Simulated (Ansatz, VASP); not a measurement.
One calculation of PtSe2, two programs

```xyz
3
Lattice="1.9109 1.0656 5.7607 -1.9109 1.0656 5.7607 0.0000 -2.1312 5.7607" Properties=species:S:1:pos:R:3 pbc="T T T"
Pt    0.0000    0.0000    0.0000
Se    0.0000    0.0224    4.4695
Se    0.0000   -0.0224   12.8126
```

Change from the starting cell: uniaxial_x strain +3.5%.

Alike in both runs: task single point; functional PBE; k mesh 8 × 8 × 8; occupations fermi-dirac, width 0.02 eV; no spin polarisation.

```csv
,VASP,Ansatz
version,VASP 6.6.1,Ansatz 0.2.0
potentials or method,"VASP PAW PBE potentials, release 64 (Pt, Se)","plane waves, PAW"
plane-wave cutoff (eV),520,420
valence electrons in the cell,22,50
```

|  | VASP | Ansatz | Ansatz less VASP |
| --- | --- | --- | --- |
| pressure (GPa) | 1.2 | 1.2 | +0.03 |
| traceless stress, the component that is largest in VASP (GPa) | -1.94 | -1.94 | +0.003 |
| rms of the force components (eV/Å) | 0.048 | 0.048 | +0.0004 |

Atom by atom the forces differ by 0.000 eV/Å (rms over components). VASP's potentials hold 22 valence electrons a cell and Ansatz's 50, so a difference there can come from the potentials and not from the codes.

Neither program's run includes spin-orbit coupling.
